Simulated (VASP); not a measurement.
RbRhO3: single point with LDA

The system is RbRhO3.

```xyz
5
Lattice="4.0427 0.0000 0.0000 0.0000 4.0427 0.0000 0.0000 0.0000 4.0427" Properties=species:S:1:pos:R:3 pbc="T T T"
Rb    0.0000    0.0000    0.0000
Rh    2.0214    2.0214    2.0214
O     2.0214    2.0214    0.0000
O     2.0214    0.0000    2.0214
O     0.0000    2.0214    2.0214
```

```json
{
  "Program": "VASP 6.6.1",
  "Task": "single point",
  "Functional": "LDA",
  "Potentials or basis": "VASP PAW LDA potentials, release 64 (Rb_sv, Rh_pv, O)",
  "Cutoff": "520 eV",
  "k mesh": "6 × 6 × 6",
  "Occupations": "methfessel-paxton, width 0.1 eV",
  "Spin": "no spin polarisation",
  "Dipole correction": "no",
  "Further INCAR settings": "ALGO = Normal; EDIFF = 1e-07; NBANDS = 29"
}
```

| Item | Value |
| --- | --- |
| Pressure | -14.6 GPa |
| Band gap on the k mesh | zero (bands 21 and 22 overlap by 1.71 eV) |

Levels at points of the mesh, in eV from the Fermi level:
```tsv
k point	band 18	band 19	band 20	band 21	band 22	band 23	band 24	band 25
(0.00, 0.00, 0.00)	-1.50	-1.50	-1.04	-1.04	-1.04	-0.98	-0.98	6.36
(0.50, 0.00, 0.00)	-1.96	-1.49	-1.49	-0.97	0.26	0.26	2.15	8.78
(0.50, 0.50, 0.00)	-1.50	-0.59	0.12	0.12	0.28	0.49	4.57	9.45
(0.50, 0.50, 0.50)	-0.55	-0.55	0.67	0.67	0.67	4.57	4.57	8.28
```

Run time: 76 s on 1 thread of Intel Xeon 8259CL, with other jobs on the host, peak memory 0.17 GiB.

Caveat: the cell stands under tension.
